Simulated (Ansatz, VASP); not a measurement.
**One calculation of Si, two programs**

```
Si
1.0
     0.00000    2.71547    2.68832
     2.71547    0.00000    2.68832
     2.71547    2.71547    0.00000
Si
2
Direct
  0.50000 0.50000 0.50000
  0.75000 0.75000 0.75000
```

Change from the starting cell: zz strain of -1 %.

Alike in both runs: task single point; functional LDA; k mesh 11 × 11 × 11; occupations fermi-dirac, width 0.08 eV; no spin polarisation.

|  | VASP | Ansatz |
| --- | --- | --- |
| version | VASP 6.6.1 | Ansatz 0.2.0 |
| potentials or method | VASP PAW LDA potentials, release 64 (Si), cutoff 520 eV | all-electron LAPW, scalar-relativistic |

```tsv
	VASP	Ansatz	Ansatz less VASP
pressure (GPa)	-0.5	-0.6	-0.10
traceless stress, the component that is largest in VASP (GPa)	0.63	0.63	+0.001
```

LDA's correlation is that of Perdew and Zunger in VASP and of Perdew and Wang (1992) in Ansatz. Ansatz ran all-electron here, and VASP with PAW potentials.
